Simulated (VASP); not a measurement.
Wanted: the native input for a VASP 6.6.1 run.

- Task: single point
- Functional: PBE
- Potentials or basis: VASP PAW PBE potentials, release 64 (Zn)
- Cutoff: 520 eV
- k mesh: 12 × 12 × 4
- Occupations: gaussian, width 0.1 eV
- Spin: no spin polarisation
- Dipole correction: no
- Further INCAR settings: ALGO = Normal; EDIFF = 1e-06; NBANDS = 19

The structure of Zn lies in POSCAR:

```
Zn
1.0
    2.5708601499      0.0000000000      0.0000000000
   -1.2854300749      2.2264301994      0.0000000000
    0.0000000000      0.0000000000      6.1026869565
Zn
2
Direct
    0.0000000000      0.0000000000      0.2499414718
    0.0000000000      0.0000000000      0.7500585282
```

The cell was generated, and may not be a known phase.

One way to write it, as run:

INCAR

```
ALGO = Normal
EDIFF = 1E-6
ENCUT = 520
GGA = PE
ISIF = 2
ISMEAR = 0
LASPH = T
LCHARG = F
LREAL = F
LWAVE = F
NBANDS = 19
NELM = 80
PREC = Accurate
SIGMA = 0.1
```

KPOINTS

```
k-points
0
Gamma
  12 12 4
```

Potentials or basis: VASP PAW PBE potentials, release 64 (Zn).

The run is started by

```bash
$ cat potpaw_PBE.64/Zn/POTCAR > POTCAR
$ mpirun -np 1 vasp_std > vasp.out
```

It gave:

```
Pressure               : 0.4 GPa
Band gap on the k mesh : zero (bands 12 and 13 overlap by 6.00 eV)
```

Wall time 48 s on 1 thread of Intel Xeon 8259CL (shared host), peak memory 0.16 GiB.
